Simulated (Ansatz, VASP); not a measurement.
**One calculation of Al2Ru, two programs**

```
Al Ru
1.0
    -1.56067    1.56070    4.21114
     1.56071   -1.56067    4.21115
     1.56067    1.56067   -4.21113
Al Ru
2 1
Direct
  0.65786 0.66709 0.02662
  0.33970 0.34892 0.02661
  0.99879 0.00801 0.02660
```

Alike in both runs: functional PBEsol; k mesh 10 × 10 × 10; occupations gaussian, width 0.1 eV; no spin polarisation.

Ansatz relaxed the structure, and its values are those at the end. VASP's run is a single point on that final structure, the one shown.

|  | VASP | Ansatz |
| --- | --- | --- |
| version | VASP 6.6.1 | Ansatz 0.2.0 |
| potentials or method | VASP PAW PBE potentials, release 64 (Al, Ru_pv), cutoff 520 eV | scalar-relativistic, plane waves, PAW |
| valence electrons in the cell | 20 | 22 |

Ansatz gave:

| Quantity | Value |
| --- | --- |
| gap on the k mesh at the Fermi level (eV) | none |
| pressure (GPa) | 0.0 |

Estimate VASP's values.

gap on the k mesh at the Fermi level (eV): none; pressure (GPa): 0.1.

VASP's potentials were made for PBE, not for PBEsol. A gap of «none» marks a metal or a gap that the smearing closes. VASP's potentials hold 20 valence electrons a cell and Ansatz's 22, so a difference there can come from the potentials and not from the codes.
